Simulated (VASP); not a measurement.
Nb:

```
Nb
1.0
    -1.67497    1.67497    1.67497
     1.67497   -1.67497    1.67497
     1.67497    1.67497   -1.67497
Nb
1
Cartesian
  0.0000 0.0000 0.0000
```

Base run:

- Program: VASP 6.6.1
- Functional: RPBE
- Dispersion: D4
- Potentials or basis: VASP PAW PBE potentials, release 64 (Nb_sv)
- Cutoff: 500 eV
- k mesh: 11 × 11 × 11
- Occupations: fermi-dirac, width 0.05 eV
- Spin: no spin polarisation

Its results: pressure -7.4 GPa.

**Question.** The run is repeated on the same cell with these changes: functional from RPBE to PBEsol; dispersion from D4 to none. What comes out?

**Answer.** Pressure -11.1 GPa.

Several settings changed at once, so the effect can't be laid on one alone.

Caveats: the PAW data sets were made with another functional, which shifts forces and pressure a little; pairwise dispersion overbinds metals, which lowers pressure and volume (some runs).
